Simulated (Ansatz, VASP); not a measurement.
## Two plane-wave programs on InSe

```
In Se
1.0
     2.00000    1.15470    8.48300
    -2.00000    1.15470    8.48300
     0.00000   -2.30940    8.48300
In Se
2 2
Direct
  0.00000 0.00000 0.00000
  0.11220 0.11220 0.11220
  0.61550 0.61550 0.61550
  0.83000 0.83000 0.83000
```

Change from the starting cell: zz strain of +2 %, PAW files.

Alike in both runs: task electric field gradients; functional PBE; k mesh 7 × 7 × 7; occupations fermi-dirac, width 0.01 eV; no spin polarisation.

|  | VASP | Ansatz |
| --- | --- | --- |
| version | VASP 6.6.1 | Ansatz 0.2.0 |
| potentials or method | VASP PAW PBE potentials, release 64 (In_d, Se) | PAW with Ansatz's default frozen-core files, scalar-relativistic |
| plane-wave cutoff (eV) | 520 | 420 |
| valence electrons in the cell | 38 | 58 |

VASP gave:

| Quantity | Value |
| --- | --- |
| gap on the k mesh at the Fermi level (eV) | 0.76 |
| pressure (GPa) | 1.9 |
| traceless stress, the component that is largest in VASP (GPa) | -1.25 |
| rms of the force components (eV/Å) | 0.127 |
| size of Vzz on the site where it differs most (V/Å²) | 95.9 |

Task: What did Ansatz give for the same quantities?

Result: gap on the k mesh at the Fermi level (eV): 0.76; pressure (GPa): 1.9; traceless stress, the component that is largest in VASP (GPa): -1.25; rms of the force components (eV/Å): 0.121; size of Vzz on the site where it differs most (V/Å²): 99.1.

Atom by atom the forces differ by 0.008 eV/Å (rms over components). VASP's potentials hold 38 valence electrons a cell and Ansatz's 58, so a difference there can come from the potentials and not from the codes.
